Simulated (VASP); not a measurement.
# Si16HC16 (a cell with a defect): single point with PBE

The system is Si16HC16 (a cell with a defect).

```
Si C H
1.0
     6.18792    0.00000    0.00000
    -3.09396    5.35890    0.00000
     0.00000    0.00000   10.12878
Si C H
16 16 1
Direct
  0.33331 0.16662 0.94310
  0.16619 0.33376 0.43639
  0.00032 0.00015 0.68864
  0.00341 0.00168 0.18629
  0.34498 0.67245 0.93580
  0.16617 0.83238 0.43640
  0.99996 0.49995 0.68704
  0.99996 0.49995 0.18341
  0.82744 0.15493 0.93580
  0.66754 0.33374 0.43638
  0.49978 0.00014 0.68864
  0.49822 0.00167 0.18630
  0.82744 0.67248 0.93579
  0.66663 0.83329 0.43675
  0.49979 0.49960 0.68863
  0.49826 0.49652 0.18630
  0.33331 0.16663 0.75045
  0.16608 0.33388 0.24830
  0.00067 0.00032 0.49837
  0.00627 0.00311 0.00098
  0.33213 0.66601 0.74556
  0.16602 0.83212 0.24830
  0.99996 0.49997 0.49704
  0.99996 0.49996 0.99490
  0.83387 0.16780 0.74558
  0.66779 0.33386 0.24829
  0.49959 0.00030 0.49835
  0.49680 0.00307 0.00099
  0.83388 0.66603 0.74558
  0.66663 0.83330 0.24712
  0.49962 0.49926 0.49835
  0.49682 0.49365 0.00100
  0.66663 0.83327 0.88486
```

| Item | Value |
| --- | --- |
| Program | VASP 6.6.1 |
| Task | single point |
| Functional | PBE |
| Potentials or basis | VASP PAW PBE potentials, release 64 (Si, C, H) |
| Cutoff | 520 eV |
| k mesh | 1 × 1 × 1 |
| Occupations | fermi-dirac, width 0.01 eV |
| Spin | no spin polarisation |

| Item | Value |
| --- | --- |
| Largest force | 0.020 eV/Å |

Forces in eV/Å, atoms in the order of the input:
```
Si   0.000  0.000  0.000
Si   0.003 -0.003  0.003
Si  -0.002 -0.002  0.001
Si  -0.002 -0.001  0.002
Si   0.001  0.000 -0.001
Si  -0.001  0.005  0.003
Si   0.001  0.000 -0.004
Si   0.001  0.000  0.006
Si   0.000  0.000  0.000
Si  -0.004 -0.002  0.004
Si   0.002 -0.002  0.001
Si   0.002 -0.001  0.002
Si   0.000 -0.001  0.001
Si   0.000  0.000  0.003
Si   0.000  0.001  0.001
Si   0.000  0.001  0.003
C   -0.001 -0.001 -0.001
C    0.007 -0.006  0.000
C   -0.008 -0.005 -0.001
C   -0.009 -0.005 -0.016
C    0.001  0.005  0.013
C    0.000  0.010  0.000
C    0.000 -0.002  0.002
C    0.001  0.001 -0.001
C    0.001 -0.004  0.009
C   -0.009 -0.005  0.000
C    0.010 -0.004  0.001
C    0.008 -0.004 -0.018
C   -0.002  0.005  0.009
C    0.000  0.000 -0.001
C    0.000  0.010  0.000
C   -0.001  0.009 -0.018
H    0.000  0.000 -0.003
```

Levels at points of the mesh, in eV from the Fermi level:
```
           k point  band 61  band 62  band 63  band 64  band 65  band 66  band 67  band 68  band 69  band 70
(0.00, 0.00, 0.00)    -0.87    -0.87    -0.29    -0.26    -0.26     1.60     1.60     1.67     1.94     1.94
```

Wall time 2.7 min on 1 thread of Intel Xeon 8259CL, with other jobs on the host, peak memory 0.37 GiB.

Caveat: the k points lie up to 1.17 Å⁻¹ apart, too coarse for converged energies, forces and pressures; the cell carries a net charge on a neutralising background, which shifts energy and pressure; the cell is charged against a uniform background, so pressure and absolute levels hang on convention.
